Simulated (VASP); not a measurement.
# NiO (P4mm) in VASP: relaxation of cell and atoms with PBE

Aim: the relaxation of cell and atoms of NiO with PBE.

All numbers are computed with VASP 6.6.1; they aren't measurements. Logs are shortened: lines on timing, memory, paths and dates and some standing lists are left out, and cuts for length are marked.

## (1) The cell of the first run

Symmetry: P4mm, No. 99, tetragonal system. Conventional cell: a = 2.728 Å, b = 2.728 Å, c = 2.829 Å, α = 90.00°, β = 90.00°, γ = 90.00°. Within 2.9 Å of Ni (site symmetry 4mm) lie 8 O at 2.19 to 2.63 Å and 6 Ni at 2.73 to 2.83 Å. Within 2.9 Å of O (site symmetry 4mm) lie 8 Ni at 2.19 to 2.63 Å and 6 O at 2.73 to 2.83 Å.

The cell was generated, and may not be a known phase.

## (2) Relaxation of cell and atoms, PBE, collinear spin, ferromagnetic start

Input file INCAR:

```
  ALGO = Normal
  EDIFF = 1E-7
  EDIFFG = -0.04
  ENCUT = 700
  GGA = PE
  GGA_COMPAT = F
  IBRION = 2
  ISIF = 3
  ISMEAR = 0
  ISPIN = 2
  LASPH = T
  LCHARG = F
  LMAXMIX = 4
  LORBIT = 11
  LREAL = F
  LWAVE = F
  MAGMOM = 2 0
  NELM = 200
  NELMIN = 4
  NSW = 90
  PREC = Accurate
  SIGMA = 0.1
```

Input file KPOINTS:

```
k-points
0
Gamma
  6 6 6
```

Input file POSCAR:

```
NiO
1.0
    2.7281770500      0.0000000000      0.0000000000
    0.0000000000      2.7281770500      0.0000000000
    0.0000000000      0.0000000000      2.8294410500
Ni O
1 1
Direct
    0.0000000000      0.0000000000      0.5575353300
    0.5000000000      0.5000000000      0.9234059100
```

Potentials or basis: VASP PAW PBE potentials, release 64 (Ni_sv_GW, O).

On the command line:

```sh
$ cat potpaw_PBE.64/Ni_sv_GW/POTCAR potpaw_PBE.64/O/POTCAR > POTCAR
$ mpirun -np 1 vasp_std > vasp.out
```

OUTCAR:

```text
EDIFF = 1E-7
   EDIFFG = -0.04
   ENCUT = 700
   GGA = PE
   IBRION = 2
   ISIF = 3
   ISMEAR = 0
   ISPIN = 2
   LASPH = T
   LORBIT = 11
   LREAL = F
   NELM = 200
   NELMIN = 4
   NSW = 90
   PREC = Accurate

 ion  position               nearest neighbor table
   1  0.000  0.000  0.558-   2 2.19   2 2.19   2 2.19   2 2.19
   2  0.500  0.500  0.923-   1 2.19   1 2.19   1 2.19   1 2.19

  LATTYP: Found a simple tetragonal cell.
 ALAT       =     2.7281770500
 C/A-ratio  =     1.0371178256

  Lattice vectors:

 A1 = (   2.7281770500,   0.0000000000,   0.0000000000)
 A2 = (   0.0000000000,   2.7281770500,   0.0000000000)
 A3 = (   0.0000000000,   0.0000000000,   2.8294410500)

Analysis of symmetry for initial positions (statically):
=====================================================================
 Subroutine PRICEL returns:
 Original cell was already a primitive cell.

 Routine SETGRP: Setting up the symmetry group for a
 simple tetragonal supercell.

 Subroutine GETGRP returns: Found  8 space group operations
 (whereof  8 operations were pure point group operations)
 out of a pool of 16 trial point group operations.

The static configuration has the point symmetry C_4v.

Analysis of symmetry for dynamics (positions and initial velocities):
=====================================================================
 Subroutine PRICEL returns:
 Original cell was already a primitive cell.

 Routine SETGRP: Setting up the symmetry group for a
 simple tetragonal supercell.

 Subroutine GETGRP returns: Found  8 space group operations
 (whereof  8 operations were pure point group operations)
 out of a pool of 16 trial point group operations.

The dynamic configuration has the point symmetry C_4v.

Analysis of structural, dynamic, and magnetic symmetry:
=====================================================================
 Subroutine PRICEL returns:
 Original cell was already a primitive cell.

 Routine SETGRP: Setting up the symmetry group for a
 simple tetragonal supercell.

 Subroutine GETGRP returns: Found  8 space group operations
 (whereof  8 operations were pure point group operations)
 out of a pool of 16 trial point group operations.

The overall configuration has the point symmetry C_4v.

 Subroutine INISYM returns: Found  8 space group operations
 (whereof  8 operations are pure point group operations),
 and found     1 'primitive' translations
[... 122 lines left out ...]
   AEXX    =    0.0000 exact exchange contribution
   IVDW    =     0    specifies the selected vdW correction
   LEPSILON=     F    determine dielectric tensor
   LRPA    =     F    only Hartree local field effects (RPA)
 conjugate gradient relaxation of ions
 spin polarized calculation
 Gauss-broadening in eV      SIGMA  =   0.10
  energy-cutoff  :      700.00
  volume of cell :       21.06
 maximum number of plane-waves:       928
 NGX is ok and might be reduce to    24
   NGX = 11   NGY = 11   NGZ = 13

--------------------------------------- Ionic step        1  -------------------------------------------

 number of electron      24.0000014 magnetization       2.0058158

 Free energy of the ion-electron system (eV)
  ---------------------------------------------------
  ext. energy  EPLUGINS =         0.00000000
  ---------------------------------------------------
  free energy    TOTEN  =       -11.37629516 eV

  energy without entropy =      -11.36647851  energy(sigma->0) =      -11.37138683

------------------------ aborting loop because EDIFF is reached ----------------------------------------

  FORCE on cell =-STRESS in cart. coord.  units (eV):
  Direction    XX          YY          ZZ          XY          YZ          ZX
  --------------------------------------------------------------------------------------
  -------------------------------------------------------------------------------------
  Total       -2.3053986     -2.3053986     -2.4040320      0.0000000      0.0000000      0.0000000
  in kB     -175.3924356   -175.3924356   -182.8963650      0.0000000      0.0000000      0.0000000
  external PRESSURE =    -177.8937454 kB  Pullay stress =       0.0000000 kB
[... 91 lines left out ...]
  FREE ENERGIE OF THE ION-ELECTRON SYSTEM (eV)
  ---------------------------------------------------
  free  energy   TOTEN  =       -11.5495254870 eV

  energy  without entropy=      -11.5420872446  energy(sigma->0) =      -11.54580637

[... ionic steps 4 to 17 ...]

--------------------------------------- Ionic step       18  -------------------------------------------

 number of electron      24.0000016 magnetization      -0.0032109

------------------------ aborting loop because EDIFF is reached ----------------------------------------
[... 69 lines left out ...]
--------------------------------------- Ionic step       20  -------------------------------------------

 number of electron      24.0000012 magnetization      -0.0005837

 Free energy of the ion-electron system (eV)
  ---------------------------------------------------
  ext. energy  EPLUGINS =         0.00000000
  ---------------------------------------------------
  free energy    TOTEN  =       -12.27305123 eV

  energy without entropy =      -12.25729501  energy(sigma->0) =      -12.26517312

 E-fermi :   4.8458     XC(G=0): -11.8487

 val. band max:        4.7975924048   @ k =   0.3333   0.1667   0.1667
 cond. band min:       4.8615667269   @ k =   0.3333   0.3333   0.0000
 fundamental gap:      0.0639743221
 Fermi energy:         4.8457531671

 spin component 1

 k-point     1 :       0.0000    0.0000    0.0000
  band No.  band energies     occupation
      1     -98.4485      1.00000
      2     -59.0869      1.00000
      3     -59.0869      1.00000
      4     -58.3334      1.00000
      5     -15.2853      1.00000
      6       1.4123      1.00000
[... 459 lines left out ...]
      6      -3.1591      1.00000
[... 9 lines left out ...]
     16      18.6602      0.00000
     17      19.6228      0.00000

 [... further k-points ...]

 spin component 2

 k-point     1 :       0.0000    0.0000    0.0000
  band No.  band energies     occupation
      1     -98.4490      1.00000
      2     -59.0874      1.00000
      3     -59.0874      1.00000
      4     -58.3340      1.00000
      5     -15.2855      1.00000
      6       1.4122      1.00000
[... 500 lines left out ...]
  FREE ENERGIE OF THE ION-ELECTRON SYSTEM (eV)
  ---------------------------------------------------
  free  energy   TOTEN  =       -12.2730512299 eV

  energy  without entropy=      -12.2572950056  energy(sigma->0) =      -12.26517312

 reached required accuracy - stopping structural energy minimisation

 total charge

# of ion       s       p       d       f       tot
--------------------------------------------------
    1        2.184   6.260   7.823   0.015  16.282
    2        1.549   3.443   0.000   0.000   4.992
--------------------------------------------------
tot          3.733   9.703   7.823   0.015  21.274

 magnetization (x)

# of ion       s       p       d       f       tot
--------------------------------------------------
    1       -0.000   0.000  -0.001  -0.000  -0.001
    2       -0.000  -0.000   0.000   0.000  -0.000
--------------------------------------------------
tot         -0.000  -0.000  -0.001  -0.000  -0.001
```

CONTCAR:

```text
NiO
   1.00000000000000
     2.6942273575403677   -0.0000000000000000   -0.0000000000000000
     0.0000000000000000    2.6942273575403677    0.0000000000000000
     0.0000000000000000    0.0000000000000000    2.9321780637293404
  Ni              O
     1     1
Direct
     1.0000000000000000    1.0000000000000000    0.7351877231955033
     0.5000000000000000    0.5000000000000000    0.7457535168044966

  0.00000000E+00  0.00000000E+00  0.00000000E+00
  0.00000000E+00  0.00000000E+00  0.00000000E+00
```

It took 6.9 min on 1 thread of AMD EPYC 9R45 (Zen 5), shared host; peak memory 0.17 GiB.

What came out:

* Free energy: -12.2731 eV
* Relaxed volume: 10.64 Å³/atom
* Relaxed cell: a = 2.694 Å, b = 2.694 Å, c = 2.932 Å, α = 90.00°, β = 90.00°, γ = 90.00°
* Space group after relaxing (to 0.1 Å): P4/mmm (No. 123)
* Energy gained by relaxing: 448.4 meV/atom
* Ionic steps: 20
* Pressure after relaxing: 0.3 GPa
* Largest force after relaxing: 0.009 eV/Å
* Band gap on the k mesh: zero (filled and empty bands overlap)
* Net moment: 0.00 μB per cell
* Valence electrons inside the program's atomic spheres: Ni 16.28; O 4.99

Forces in eV/Å, atoms in the order of the input:
```
Ni   0.000  0.000  0.009
O    0.000  0.000 -0.009
```

The path:
| step | energy change (eV) | largest force (eV/Å) | pressure (GPa) | volume (Å³) |
| --- | --- | --- | --- | --- |
| 1 | 0.0000 | 0.8885 | -17.79 | 21.06 |
| 2 | -0.1738 | 1.0478 | 5.40 | 17.69 |
| 3 | -0.1732 | 1.0761 | 2.87 | 17.89 |
| 4 | -0.1740 | 1.0567 | 4.60 | 17.76 |
| 5 | -0.3139 | 1.1666 | 11.10 | 17.57 |
| 6 | -0.5445 | 0.1663 | 29.46 | 17.00 |
| 7 | -0.5849 | 0.1412 | 26.22 | 17.22 |
| 8 | -0.6910 | 0.2648 | 16.00 | 17.89 |
| 9 | -0.7207 | 0.0842 | -2.04 | 19.28 |
| 10 | -0.7384 | 0.0629 | 6.55 | 18.74 |
| 11 | -0.7381 | 0.0487 | 3.36 | 18.83 |
| 12 | -0.7384 | 0.0559 | 3.81 | 18.80 |
| 13 | -0.7614 | 0.0472 | 3.75 | 18.90 |
| 14 | -0.8151 | 0.0325 | 4.13 | 19.20 |
| 15 | -0.8670 | 0.0118 | 6.55 | 19.76 |
| 16 | -0.8710 | 0.0042 | 8.05 | 19.97 |
| 17 | -0.8942 | 0.0150 | -0.18 | 20.98 |
| 18 | -0.8942 | 0.0153 | -0.17 | 21.01 |
| 19 | -0.8953 | 0.0132 | -0.09 | 21.08 |
| 20 | -0.8968 | 0.0086 | 0.30 | 21.28 |

Final structure:
```
Ni O
1.0
     2.69423    0.00000    0.00000
     0.00000    2.69423    0.00000
     0.00000    0.00000    2.93218
Ni O
1 1
Direct
  0.00000 0.00000 0.73519
  0.50000 0.50000 0.74575
```

Levels at points of the mesh, in eV from the Fermi level:
Spin up:
```
           k point  band 8  band 9  band 10  band 11  band 12  band 13  band 14  band 15  band 16  band 17
(0.00, 0.00, 0.00)   -3.21   -2.98    -2.66    -1.73    -0.96    -0.96     2.55    15.23    16.01    16.43
(0.50, 0.00, 0.00)   -3.83   -2.06    -0.89    -0.86     0.45     2.52     7.04     8.09    14.60    17.78
(0.50, 0.50, 0.00)   -1.97   -1.70    -1.52    -1.52    -0.87    -0.42     5.59    11.58    11.58    15.48
(0.00, 0.00, 0.50)   -3.25   -3.09    -1.71    -1.26    -1.26    -0.54     5.52     7.49    18.60    19.59
(0.50, 0.00, 0.50)   -5.63   -1.14    -1.02     0.12     0.21     2.55     3.48    12.01    12.94    13.75
(0.50, 0.50, 0.50)   -3.40   -2.23    -2.23    -0.86    -0.56    -0.40     8.17    10.50    11.79    11.79
```
Spin down:
| k point | band 10 | band 11 | band 12 | band 13 | band 14 | band 15 |
| --- | --- | --- | --- | --- | --- | --- |
| (0.00, 0.00, 0.00) | -2.66 | -1.73 | -0.96 | -0.96 | 2.55 | 15.23 |
| (0.50, 0.00, 0.00) | -0.89 | -0.86 | 0.45 | 2.52 | 7.04 | 8.09 |
| (0.50, 0.50, 0.00) | -1.52 | -1.52 | -0.87 | -0.42 | 5.59 | 11.58 |
| (0.00, 0.00, 0.50) | -1.71 | -1.26 | -1.26 | -0.54 | 5.52 | 7.49 |
| (0.50, 0.00, 0.50) | -1.02 | 0.11 | 0.21 | 2.55 | 3.48 | 12.01 |
| (0.50, 0.50, 0.50) | -2.23 | -0.86 | -0.57 | -0.40 | 8.17 | 10.50 |

Caveat: the k points lie up to 0.39 Å⁻¹ apart in the final cell, too coarse for converged energies and pressures of a metal; the moments typed at the start vanished in this run; semilocal functionals often make such compounds metallic where correlation or magnetic order opens a gap, which also shifts bond lengths.

The gap in the log of VASP goes by the Fermi energy; the results here count the filled bands.